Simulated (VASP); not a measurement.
Cu: single point with LDA

The system is Cu.

```
Cu
1.0
     1.21846   -3.97638    0.00000
     1.21846    3.97638    0.00000
     0.00000    0.00000    2.47550
Cu
2
Direct
  0.13387 0.86613 0.25000
  0.86613 0.13387 0.75000
```

```yaml
Program: VASP 6.6.1
Task: single point
Functional: LDA
Potentials_or_basis: VASP PAW LDA potentials, release 64 (Cu)
Cutoff: 520 eV
k_mesh: 13 × 13 × 12
Occupations: methfessel-paxton, width 0.1 eV
Spin: no spin polarisation
```

```yaml
Pressure: -6.8 GPa
Largest_force: 0.049 eV/Å
Band_gap_on_the_k_mesh: zero (band 11 reaches 11.10 eV, above the bottom of band 12 at 5.47 eV)
```

Forces on the atoms (eV/Å):
```
Cu   0.000 -0.049  0.000
Cu   0.000  0.049  0.000
```

Stress tensor (GPa, compression positive):
```
-6.41  0.00  0.00
 0.00 -7.33  0.00
 0.00  0.00 -6.68
```

Levels at points of the mesh, in eV from the Fermi level:
| k point | band 8 | band 9 | band 10 | band 11 | band 12 | band 13 | band 14 | band 15 |
| --- | --- | --- | --- | --- | --- | --- | --- | --- |
| (0.00, 0.00, 0.00) | -2.04 | -1.85 | -1.71 | -1.46 | -0.02 | 4.79 | 14.70 | 18.34 |
| (0.00, 0.00, 0.50) | -2.74 | -1.73 | -1.73 | -0.01 | -0.01 | 8.20 | 8.20 | 9.42 |

Wall time 73 s on 1 thread of Intel(R) Xeon(R) Platinum 8488C (Sapphire Rapids), with other jobs on the host, peak memory 0.23 GiB.
